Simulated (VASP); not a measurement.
# K2HfSe3 (P-3m1) in VASP: notebook

Runs on K2HfSe3. Level: PBE. Tasks: single point.

Everything below comes from runs of VASP 6.6.1. Logs are shortened: lines on timing, memory, paths and dates and some standing lists are left out, and cuts for length are marked.

## (1) The cell of the first run

Symmetry: P-3m1, No. 164, trigonal system. The conventional cell has a = 5.182 Å, b = 5.182 Å, c = 6.216 Å, α = 90.00°, β = 90.00°, γ = 120.00°. Within 4.0 Å of K (site symmetry 3m) lie 8 Se at 3.00 to 3.60 Å and 3 K at 3.23 Å and 3 Hf at 3.90 Å. Within 4.0 Å of Hf (site symmetry -3m) lie 8 Se at 3.03 to 3.11 Å and 6 K at 3.90 Å. Within 4.0 Å of Se (site symmetry 3m) lie 5 K at 3.00 to 3.60 Å and 3 Hf at 3.03 Å and 6 Se at 3.16 to 3.97 Å. Within 4.0 Å of Se (site symmetry -3m) lie 6 K at 3.05 Å and 2 Hf at 3.11 Å and 6 Se at 3.97 Å.

## (2) Single point, PBE

INCAR

```
SYSTEM = K2HfSe3
PREC = Accurate
ENCUT = 520
EDIFF = 1E-6
ISMEAR = 0
SIGMA = 0.1
LREAL = .False.
LASPH = .True.
NELM = 80
ALGO = Normal
ISIF = 2
LWAVE = .False.
LCHARG = .False.
GGA = PE
NBANDS = 32
```

KPOINTS

```
regular mesh
0
Gamma
  6 6 2
  0 0 0
```

POSCAR

```
K2HfSe3
1.0
    5.1821124921      0.0000000000      0.0000000000
   -2.5910562461      4.4878410635      0.0000000000
    0.0000000000      0.0000000000      6.2157591858
K Hf Se
2 1 3
Direct
    0.6666666667      0.3333333333      0.5977098575
    0.3333333333      0.6666666667      0.4022901425
    0.0000000000      0.0000000000      0.0000000000
    0.6666666667      0.3333333333      0.0806569372
    0.3333333333      0.6666666667      0.9193430628
    0.0000000000      0.0000000000      0.5000000000
```

Potentials or basis: VASP PAW PBE potentials, release 64 (K_sv, Hf_pv, Se).

The run is started by

```console
$ cat potpaw_PBE.64/K_sv/POTCAR potpaw_PBE.64/Hf_pv/POTCAR potpaw_PBE.64/Se/POTCAR > POTCAR
$ mpirun -np 1 vasp_std > vasp.out
```

OUTCAR:

```text
SYSTEM = K2HfSe3
   PREC = Accurate
   ENCUT = 520
   EDIFF = 1E-6
   ISMEAR = 0
   LREAL = .False.
   LASPH = .True.
   NELM = 80
   ISIF = 2
   GGA = PE

 ion  position               nearest neighbor table
   1  0.667  0.333  0.598-   4 3.00   6 3.05   6 3.05   6 3.05   4 3.21   2 3.23   2 3.23   2 3.23

   2  0.333  0.667  0.402-   5 3.00   6 3.05   6 3.05   6 3.05   5 3.21   1 3.23   1 3.23   1 3.23

   3  0.000  0.000  0.000-   4 3.03   5 3.03   4 3.03   5 3.03   4 3.03   5 3.03   6 3.11   6 3.11

   4  0.667  0.333  0.081-   1 3.00   3 3.03   3 3.03   3 3.03   1 3.21
   5  0.333  0.667  0.919-   2 3.00   3 3.03   3 3.03   3 3.03   2 3.21
   6  0.000  0.000  0.500-   1 3.05   2 3.05   1 3.05   2 3.05   1 3.05   2 3.05   3 3.11   3 3.11

  LATTYP: Found a hexagonal cell.
 ALAT       =     5.1821124921
 C/A-ratio  =     1.1994643488

  Lattice vectors:

 A1 = (   5.1821124921,   0.0000000000,   0.0000000000)
 A2 = (  -2.5910562461,   4.4878410635,   0.0000000000)
 A3 = (   0.0000000000,   0.0000000000,   6.2157591858)

Analysis of symmetry for initial positions (statically):
=====================================================================
 Subroutine PRICEL returns:
 Original cell was already a primitive cell.

 Routine SETGRP: Setting up the symmetry group for a
 hexagonal supercell.

 Subroutine GETGRP returns: Found 12 space group operations
 (whereof 12 operations were pure point group operations)
 out of a pool of 24 trial point group operations.

The static configuration has the point symmetry D_3d.

Analysis of symmetry for dynamics (positions and initial velocities):
=====================================================================
 Subroutine PRICEL returns:
 Original cell was already a primitive cell.

 Routine SETGRP: Setting up the symmetry group for a
 hexagonal supercell.

 Subroutine GETGRP returns: Found 12 space group operations
 (whereof 12 operations were pure point group operations)
 out of a pool of 24 trial point group operations.

The dynamic configuration has the point symmetry D_3d.

 Subroutine INISYM returns: Found 12 space group operations
 (whereof 12 operations are pure point group operations),
 and found     1 'primitive' translations

----------------------------------------------------------------------------------------

                                     Primitive cell

  volume of cell :     144.5568

  direct lattice vectors                    reciprocal lattice vectors
     5.182112492  0.000000000  0.000000000     0.192971496  0.111412145  0.000000000
    -2.591056246  4.487841064  0.000000000     0.000000000  0.222824290  0.000000000
     0.000000000  0.000000000  6.215759186     0.000000000  0.000000000  0.160881394

  length of vectors
     5.182112492  5.182112492  6.215759186     0.222824290  0.222824290  0.160881394

  position of ions in fractional coordinates (direct lattice)
     0.666666667  0.333333333  0.597709857
     0.333333333  0.666666667  0.402290143
     0.000000000  0.000000000  0.000000000
     0.666666667  0.333333333  0.080656937
     0.333333333  0.666666667  0.919343063
     0.000000000  0.000000000  0.500000000

  ion indices of the primitive-cell ions
   primitive index   ion index
                 1           1
                 2           2
                 3           3
                 4           4
                 5           5
                 6           6

----------------------------------------------------------------------------------------

 KPOINTS: regular mesh

Automatic generation of k-mesh.
 Grid dimensions read from file:
 generate k-points for:    6    6    2

 Generating k-lattice:

  Cartesian coordinates                     Fractional coordinates (reciprocal lattice)
     0.032161916  0.018568691  0.000000000     0.166666667 -0.000000000  0.000000000
     0.000000000  0.037137382  0.000000000     0.000000000  0.166666667  0.000000000
     0.000000000  0.000000000  0.080440697     0.000000000  0.000000000  0.500000000

  Length of vectors
     0.037137382  0.037137382  0.080440697

  Shift w.r.t. Gamma in fractional coordinates (k-lattice)
     0.000000000  0.000000000  0.000000000

 Subroutine IBZKPT returns following result:
 ===========================================

 Found     14 irreducible k-points:

 Following reciprocal coordinates:
            Coordinates               Weight
  0.000000  0.000000  0.000000      1.000000
  0.166667  0.000000  0.000000      6.000000
  0.333333 -0.000000  0.000000      6.000000
  0.500000  0.000000  0.000000      3.000000
  0.166667  0.166667  0.000000      6.000000
  0.333333  0.166667  0.000000     12.000000
  0.333333  0.333333  0.000000      2.000000
  0.000000  0.000000  0.500000      1.000000
  0.166667  0.000000  0.500000      6.000000
  0.333333 -0.000000  0.500000      6.000000
  0.500000  0.000000  0.500000      3.000000
  0.166667  0.166667  0.500000      6.000000
  0.333333  0.166667  0.500000     12.000000
  0.333333  0.333333  0.500000      2.000000
   k-points           NKPTS =     14   k-points in BZ     NKDIM =     14   number of bands    NBANDS=     32
   number of dos      NEDOS =    301   number of ions     NIONS =      6
   total plane-waves  NPLWV =  76800
   dimension x,y,z NGX =    40 NGY =   40 NGZ =   48
   dimension x,y,z NGXF=    80 NGYF=   80 NGZF=   96
   ions per type =               2   1   3
   NGX,Y,Z   is equivalent  to a cutoff of  12.83, 12.83, 12.84 a.u.
   NGXF,Y,Z  is equivalent  to a cutoff of  25.66, 25.66, 25.68 a.u.
 SYSTEM =  K2HfSe3
   PREC   = accura    normal or accurate (medium, high low for compatibility)
   ISTART =      0    job   : 0-new  1-cont  2-samecut
   ICHARG =      2    charge: 1-file 2-atom 10-const
   ISPIN  =      1    spin polarized calculation?
   LNONCOLLINEAR =      F non collinear calculations
   LSORBIT =      F    spin-orbit coupling
   LASPH  =      T    aspherical Exc in radial PAW
   ENCUT  =  520.0 eV  38.22 Ry    6.18 a.u.   9.64  9.64 11.56*2*pi/ulx,y,z
   NELM   =     80;   NELMIN=  2; NELMDL= -5     # of ELM steps
   EDIFF  = 0.1E-05   stopping-criterion for ELM
   LREAL  =      F    real-space projection
   EDIFFG = 0.1E-04   stopping-criterion for IOM
   NSW    =      0    number of steps for IOM
   IBRION =     -1    ionic relax: 0-MD 1-quasi-New 2-CG
   NFREE  =      0    steps in history (QN), initial steepest desc. (CG)
   ISIF   =      2    stress and relaxation
   ISYM   =      2    0-nonsym 1-usesym 2-fastsym
   POTIM  = 0.5000    time-step for ionic-motion
   TEBEG  =    0.0;   TEEND  =   0.0 temperature during run
   PSTRESS=    0.0 pullay stress
   NELECT =      46.0000    total number of electrons
   NUPDOWN=      -1.0000    fix difference up-down
   EMIN   =  10.00;   EMAX   =-10.00  energy-range for DOS
   EFERMI =   0.00;   METHOD = LEGACY
   ISMEAR =     0;   SIGMA  =   0.10  broadening in eV -4-tet -1-fermi 0-gaus
   EFERMI_NEDOS =   21; number of points for ismear=-14 and -15
   IALGO  =     38    algorithm
   IMIX   =      4    mixing-type and parameters
     AMIX     =   0.40;   BMIX     =  1.00
     AMIX_MAG =   1.60;   BMIX_MAG =  1.00
  volume/ion in A,a.u.               =      24.09       162.59
  Fermi-wavevector in a.u.,A,eV,Ry     =   1.117673  2.112095 16.996290  1.249192
  Thomas-Fermi vector in A             =   2.254297
   LORBIT       =      0    0 simple, 1 ext, 2 COOP (PROOUT), +10 PAW based schemes
   GGA     = PE    functional components
   LHFCALC =     F    Hartree Fock is set to
   AEXX    =    0.0000 exact exchange contribution
   IVDW    =     0    specifies the selected vdW correction
   LEPSILON=     F    determine dielectric tensor
   LRPA    =     F    only Hartree local field effects (RPA)
 non-spin polarized calculation
 Gauss-broadening in eV      SIGMA  =   0.10
  energy-cutoff  :      520.00
  volume of cell :      144.56
 maximum number of plane-waves:      3912
 NGX is ok and might be reduce to    40
   NGX = 19   NGY = 19   NGZ = 23

 number of electron      46.0000000 magnetization

 Free energy of the ion-electron system (eV)
  ---------------------------------------------------
  ext. energy  EPLUGINS =         0.00000000
  ---------------------------------------------------
  free energy    TOTEN  =       -27.23472810 eV

  energy without entropy =      -27.22776758  energy(sigma->0) =      -27.23124784

 E-fermi :   3.5630     XC(G=0):  -9.6374

 val. band max:        3.4020962287   @ k =   0.5000   0.0000   0.0000
 cond. band min:       3.6048368970   @ k =   0.0000   0.0000   0.0000
 fundamental gap:      0.2027406683
 Fermi energy:         3.5630099307

 k-point     1 :       0.0000    0.0000    0.0000
  band No.  band energies     occupation
      1     -29.4498      2.00000
      2     -29.1499      2.00000
      3     -29.1499      2.00000
      4     -26.6531      2.00000
      5     -26.4700      2.00000
      6     -10.4184      2.00000
[... 24 lines left out ...]
     31       7.6638      0.00000
     32       8.1449      0.00000

 k-point     2 :       0.1667    0.0000    0.0000
  band No.  band energies     occupation
      1     -29.4497      2.00000
      2     -29.1508      2.00000
      3     -29.1501      2.00000
      4     -26.6420      2.00000
      5     -26.4806      2.00000
      6     -10.4834      2.00000
[... 24 lines left out ...]
     31       8.1302      0.00000
     32       8.3919      0.00000
[... 383 lines left out ...]
     31       8.4757      0.00000
     32       8.9775      0.00000

 k-point    14 :       0.3333    0.3333    0.5000
  band No.  band energies     occupation
      1     -29.4497      2.00000
      2     -29.1522      2.00000
      3     -29.1522      2.00000
      4     -26.5604      2.00000
      5     -26.5604      2.00000
      6     -10.8845      2.00000
[... 24 lines left out ...]
     31       8.6692      0.00000
     32       8.6692      0.00000

------------------------ aborting loop because EDIFF is reached ----------------------------------------

  FORCE on cell =-STRESS in cart. coord.  units (eV):
  Direction    XX          YY          ZZ          XY          YZ          ZX
  --------------------------------------------------------------------------------------
  -------------------------------------------------------------------------------------
  Total        0.1141475      0.1141475     -0.1262661     -0.0000000      0.0000000     -0.0000000
  in kB        1.2651403      1.2651403     -1.3994544     -0.0000000      0.0000000     -0.0000000
  external PRESSURE =       0.3769420 kB  Pullay stress =       0.0000000 kB

 VOLUME and BASIS-vectors are now :
 -----------------------------------------------------------------------------
  energy-cutoff  :      520.00
  volume of cell :      144.56
      direct lattice vectors                 reciprocal lattice vectors
     5.182112492  0.000000000  0.000000000     0.192971496  0.111412145  0.000000000
    -2.591056246  4.487841064  0.000000000     0.000000000  0.222824290  0.000000000
     0.000000000  0.000000000  6.215759186     0.000000000  0.000000000  0.160881394

 POSITION                                       TOTAL-FORCE (eV/Angst)
 -----------------------------------------------------------------------------------
      2.59106      1.49595      3.71522        -0.000000      0.000000      0.005777
     -0.00000      2.99189      2.50054         0.000000     -0.000000     -0.005777
      0.00000      0.00000      0.00000         0.000000      0.000000     -0.000000
      2.59106      1.49595      0.50134        -0.000000     -0.000000      0.030846
     -0.00000      2.99189      5.71442         0.000000      0.000000     -0.030846
      0.00000      0.00000      3.10788         0.000000      0.000000     -0.000000
 -----------------------------------------------------------------------------------
    total drift:                               -0.000000      0.000000      0.000000

  FREE ENERGIE OF THE ION-ELECTRON SYSTEM (eV)
  ---------------------------------------------------
  free  energy   TOTEN  =       -27.2347281046 eV

  energy  without entropy=      -27.2277675760  energy(sigma->0) =      -27.23124784
```

It took 46 s on 1 thread of Intel Xeon 6975P-C (Granite Rapids), shared host; peak memory 0.28 GiB.

Results:

```yaml
Free_energy: -27.2347 eV
Pressure: 0.0 GPa
Largest_force: 0.031 eV/Å
Band_gap_on_the_k_mesh: zero (band 23 reaches 3.73 eV, above the bottom of band 24 at 3.60 eV)
```

Forces on the atoms (eV/Å):
```
K    0.000  0.000  0.006
K    0.000  0.000 -0.006
Hf   0.000  0.000  0.000
Se   0.000  0.000  0.031
Se   0.000  0.000 -0.031
Se   0.000  0.000  0.000
```

Stress tensor (GPa, compression positive):
```
 0.13  0.00  0.00
 0.00  0.13  0.00
 0.00  0.00 -0.14
```

Caveat: the k points lie up to 0.51 Å⁻¹ apart; spin-orbit coupling is left out, which moves the levels of the heavy elements.

(Part 1 of 2 ends here.)
